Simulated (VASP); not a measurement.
A run of VASP 6.6.1 is set up as follows.

The input INCAR:

```
SYSTEM = Ti
ALGO = All
EDIFF = 1E-6
ENCUT = 550
GGA = PS
GGA_COMPAT = .False.
ISEARCH = 1
ISIF = 2
ISMEAR = 0
KPAR = 4
LASPH = .True.
LCHARG = .True.
LREAL = .False.
LVHAR = .True.
LWAVE = .False.
NBANDS = 58
NELM = 300
PREC = Accurate
SIGMA = 0.15
```

File KPOINTS:

```
k-points
0
Gamma
  10 10 10
  0 0 0
```

Contents of POSCAR:

```
Ti
1.0
   -4.0600000000      4.0600000000      0.0000000000
    0.0000000000      4.0600000000     -4.0600000000
   -4.0600000000      0.0000000000     -4.0600000000
Ti
8
Direct
    0.0000000000      0.5000000000      0.5000000000
    0.0000000000      0.0000000000      0.5000000000
    0.0000000000      0.5000000000      0.0000000000
    0.0000000000      0.0000000000      0.0000000000
    0.5000000000      0.5000000000      0.5000000000
    0.5000000000      0.0000000000      0.5000000000
    0.5000000000      0.5000000000      0.0000000000
    0.5000000000      0.0000000000      0.0000000000
```

Potentials or basis: VASP PAW PBE potentials, release 64 (Ti_sv).

Command:

```bash
$ cat potpaw_PBE.64/Ti_sv/POTCAR > POTCAR
$ mpirun -np 4 vasp_std > vasp.out
```

**Question.** Predict the pressure.

**Answer.** -0.6 GPa.

**Question.** Predict the band gap on the k mesh.

**Answer.** Zero (bands 48 and 49 overlap by 1.20 eV).

Caveat: the PAW data sets were made with another functional, which shifts forces and pressure a little.
